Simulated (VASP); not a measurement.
Input of a VASP 6.6.1 run:

File INCAR:

```
PREC = Accurate
ENCUT = 600
EDIFF = 1E-7
ISMEAR = 0
SIGMA = 0.1
LREAL = False
LASPH = True
NELM = 60
ALGO = Normal
ISIF = 3
LWAVE = False
LCHARG = False
GGA = PE
IBRION = 2
NSW = 100
EDIFFG = -0.01
```

The input KPOINTS:

```
Automatic mesh
0
Gamma
  10 10 6
```

Contents of POSCAR:

```
Mg2BeSeO2
1.0
    3.4955735300      0.0000000000      0.0000000000
    0.0000000000      3.8784643400      0.0000000000
    0.0000000000      0.0000000000      6.6743020000
Mg Be Se O
2 1 1 2
Direct
    0.0000000000      0.0000000000      0.7470539800
    0.0000000000      0.0000000000      0.2529460200
    0.5000000000      0.5000000000      0.0000000000
    0.5000000000      0.5000000000      0.5000000000
    0.5000000000      0.0000000000      0.5000000000
    0.0000000000      0.5000000000      0.0000000000
```

Potentials or basis: VASP PAW PBE potentials, release 64 (Mg, Be, Se, O).

Run with:

```bash
$ cat potpaw_PBE.64/Mg/POTCAR potpaw_PBE.64/Be/POTCAR potpaw_PBE.64/Se/POTCAR potpaw_PBE.64/O/POTCAR > POTCAR
$ mpirun -np 1 vasp_std > vasp.out
```

(1) Predict the band gap on the k mesh.

(2) Estimate the space group after relaxing (to 0.05 Å).

## Answers

(1) zero (band 12 reaches 4.81 eV, above the bottom of band 13 at 3.10 eV).

(2) Pmmm (No. 47).
